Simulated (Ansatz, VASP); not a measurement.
# Si23H4O48: VASP beside Ansatz

```
CELL_PARAMETERS angstrom
9.83160 0.00000 0.00000
-4.91580 8.51441 0.00000
0.00000 0.00000 10.81820
ATOMIC_POSITIONS crystal
Si 0.26684 0.00098 0.16347
Si 0.00285 0.27037 0.33570
Si 0.23061 0.23541 0.00010
Si 0.26535 0.99775 0.66365
Si 0.99321 0.26636 0.83503
Si 0.23231 0.22851 0.50175
Si 0.26828 0.50274 0.16721
Si 0.99978 0.76761 0.33315
Si 0.23386 0.73303 0.99665
Si 0.99892 0.76669 0.83271
Si 0.23443 0.73561 0.49762
Si 0.76924 0.00430 0.16724
Si 0.49845 0.26709 0.33264
Si 0.72664 0.23202 0.00030
Si 0.76572 0.00123 0.66690
Si 0.49457 0.26577 0.83203
Si 0.73277 0.23381 0.49924
Si 0.76517 0.50083 0.16730
Si 0.50119 0.77037 0.33205
Si 0.73508 0.73690 0.00121
Si 0.76319 0.49956 0.66634
Si 0.50465 0.76921 0.83163
Si 0.73275 0.73549 0.49969
O 0.06877 0.20662 0.44624
O 0.29612 0.36583 0.10991
O 0.14021 0.43474 0.27866
O 0.20246 0.06990 0.05539
O 0.36238 0.29444 0.39136
O 0.43070 0.13842 0.22135
O 0.06543 0.20987 0.94571
O 0.30388 0.35177 0.61665
O 0.13567 0.42902 0.77808
O 0.19971 0.05743 0.54993
O 0.35846 0.29582 0.88797
O 0.42848 0.13645 0.72173
O 0.06790 0.70632 0.44383
O 0.29912 0.86841 0.10315
O 0.13683 0.93004 0.27352
O 0.20408 0.56985 0.05801
O 0.36398 0.79940 0.38658
O 0.43429 0.64068 0.22152
O 0.06775 0.70498 0.94236
O 0.29936 0.86433 0.60902
O 0.13503 0.93004 0.77389
O 0.20585 0.56995 0.55544
O 0.35939 0.78706 0.88338
O 0.45745 0.64843 0.71430
O 0.56833 0.20467 0.44119
O 0.79072 0.36288 0.10970
O 0.63447 0.43318 0.27686
O 0.70322 0.06912 0.05732
O 0.86583 0.29920 0.39139
O 0.93374 0.14158 0.22412
O 0.56175 0.20462 0.94369
O 0.79140 0.36227 0.61097
O 0.63035 0.43231 0.77517
O 0.70537 0.06909 0.55548
O 0.85400 0.29271 0.88822
O 0.93076 0.13663 0.72449
O 0.56846 0.70787 0.44230
O 0.79902 0.86851 0.11014
O 0.63944 0.93563 0.27729
O 0.70548 0.57144 0.05743
O 0.86379 0.79712 0.38999
O 0.93059 0.63562 0.22438
O 0.56975 0.70901 0.94538
O 0.79447 0.86456 0.61073
O 0.63681 0.93933 0.77827
O 0.70413 0.56993 0.55610
O 0.86338 0.79661 0.88968
O 0.92852 0.63351 0.72462
H 0.45268 0.55529 0.72451
H 0.22975 0.35611 0.67555
H 0.30280 0.58497 0.59564
H 0.11633 0.47967 0.70696
```

Alike in both runs: task single point; functional PBE; k mesh 1 × 1 × 1; occupations gaussian, width 0.02 eV; no spin polarisation.

```csv
,VASP,Ansatz
version,VASP 6.6.1,Ansatz 0.2.0
potentials or method,"VASP PAW PBE potentials, release 64 (Si, O, H)","scalar-relativistic, plane waves, PAW"
plane-wave cutoff (eV),520,420
valence electrons in the cell,384,384
```

```tsv
	VASP	Ansatz	Ansatz less VASP
gap on the k mesh at the Fermi level (eV)	5.71	5.71	+0.001
least direct gap on the mesh (eV)	5.71	5.71	+0.001
```

With one functional, cell and mesh, what is left measures potentials, basis and numerics.
